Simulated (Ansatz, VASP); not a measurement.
## Two plane-wave programs on BaBi

```
Ba Bi
1.0
     4.12636    0.00000    0.00000
     0.00000    4.12636    0.00000
     0.00000    0.00000    4.12636
Ba Bi
1 1
Direct
  0.00000 0.00000 0.00000
  0.50000 0.50000 0.50000
```

Alike in both runs: task relaxation of cell and atoms; functional PBE; k mesh 4 × 4 × 4; occupations gaussian, width 0.1 eV; no spin polarisation.

```csv
,VASP,Ansatz
version,VASP 6.6.1,Ansatz 0.2.0
potentials or method,"VASP PAW PBE potentials, release 64 (Ba_sv, Bi_d), cutoff 600 eV","scalar-relativistic, plane waves, PAW"
valence electrons in the cell,25,25
```

```tsv
	VASP	Ansatz	Ansatz less VASP
gap on the k mesh at the Fermi level, each at its own relaxed structure (eV)	none	none	-
relaxed volume (Å³/atom)	40.93	40.42	-0.514
relaxed length of the cell vector where the two differ most in proportion (Å)	4.342	4.324	-0.0182
```

A gap of «none» marks a metal or a gap that the smearing closes.

The k mesh is coarse, so the values compare programs but aren't converged. Neither program's run includes spin-orbit coupling. Noted on VASP's run: the volume moved by over 15 % at a fixed basis, so the end points are rough.
